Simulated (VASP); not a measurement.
Write the native input for VASP 6.6.1 that does the following.

```
Task                   : single point
Functional             : r2SCAN
Potentials or basis    : VASP PAW PBE potentials, release 64 (Cs_sv)
Cutoff                 : 520 eV
k mesh                 : 10 × 10 × 10
Occupations            : gaussian, width 0.05 eV
Spin                   : no spin polarisation
Dipole correction      : no
Further INCAR settings : ALGO = Normal; EDIFF = 1e-06; NBANDS = 10
```

Cs:

```xyz
1
Lattice="0.0000 3.9703 3.9703 3.9703 0.0000 3.9703 3.9703 3.9703 0.0000" Properties=species:S:1:pos:R:3 pbc="T T T"
Cs    0.0000    0.0000    0.0000
```

This isn't the form of Cs at room conditions, which is bcc.

These files were run (other wordings do the same):

POSCAR

```
Cs
1.0
    0.0000000000      3.9702887120      3.9702887120
    3.9702887120      0.0000000000      3.9702887120
    3.9702887120      3.9702887120      0.0000000000
Cs
1
Direct
    0.0000000000      0.0000000000      0.0000000000
```

INCAR.step1

```
SYSTEM = Cs
PREC = Accurate
ENCUT = 520
ISMEAR = 0
SIGMA = 0.05
LREAL = .False.
LASPH = .True.
NELM = 60
NBANDS = 10
GGA = PE
ALGO = Normal
EDIFF = 1E-4
LWAVE = .True.
LCHARG = .False.
```

INCAR.step2

```
SYSTEM = Cs
PREC = Accurate
ENCUT = 520
EDIFF = 1E-6
ISMEAR = 0
SIGMA = 0.05
LREAL = .False.
LASPH = .True.
NELM = 60
ALGO = Normal
ISIF = 2
LWAVE = .False.
LCHARG = .False.
METAGGA = R2SCAN
LMIXTAU = .True.
NBANDS = 10
ISTART = 1
```

KPOINTS

```
regular mesh
0
Gamma
  10 10 10
  0 0 0
```

Potentials or basis: VASP PAW PBE potentials, release 64 (Cs_sv).

Command:

```console
$ cat potpaw_PBE.64/Cs_sv/POTCAR > POTCAR
$ cp INCAR.step1 INCAR
$ mpirun -np 1 vasp_std > vasp.out
$ cp INCAR.step2 INCAR
$ mpirun -np 1 vasp_std > vasp.out
```

It gave:

* Pressure: 0.0 GPa
* Band gap on the k mesh: zero (an odd number of electrons rules out a gap without spin polarisation)

Caveat: the PAW data sets were made with another functional, which shifts forces and pressure a little; spin-orbit coupling is left out, which moves the levels of the heavy elements.

Wall time 8.7 min on 1 thread of Intel Xeon 8259CL (shared host), peak memory 0.31 GiB.
